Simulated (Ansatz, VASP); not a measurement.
Two plane-wave programs on C

```
CELL_PARAMETERS angstrom
3.57156 0.00000 0.00000
-1.78578 3.09306 0.00000
0.00000 0.00000 3.37696
ATOMIC_POSITIONS crystal
C 0.23260 0.46519 0.25000
C 0.53481 0.76740 0.58333
C 0.23260 0.76740 0.91667
C 0.76740 0.53481 0.75000
C 0.46519 0.23260 0.08333
C 0.76740 0.23260 0.41667
```

Alike in both runs: functional PBE; k mesh 6 × 6 × 6; occupations gaussian, width 0.1 eV; no spin polarisation.

Ansatz relaxed the structure, and its values are those at the end. VASP's run is a single point on that final structure, the one shown.

|  | VASP | Ansatz |
| --- | --- | --- |
| version | VASP 6.6.1 | Ansatz 0.2.0 |
| potentials or method | VASP PAW PBE potentials, release 64 (C), cutoff 520 eV | scalar-relativistic, plane waves, PAW |
| valence electrons in the cell | 24 | 24 |

|  | VASP | Ansatz | Ansatz less VASP |
| --- | --- | --- | --- |
| gap on the k mesh at the Fermi level (eV) | 4.16 | 4.18 | +0.016 |
| least direct gap on the mesh (eV) | 4.96 | 4.98 | +0.017 |
| pressure (GPa) | 0.6 | 0.0 | -0.62 |
| rms of the force components (eV/Å) | 0.007 | 0.000 | -0.0073 |

With one functional, cell and mesh, what is left measures potentials, basis and numerics.
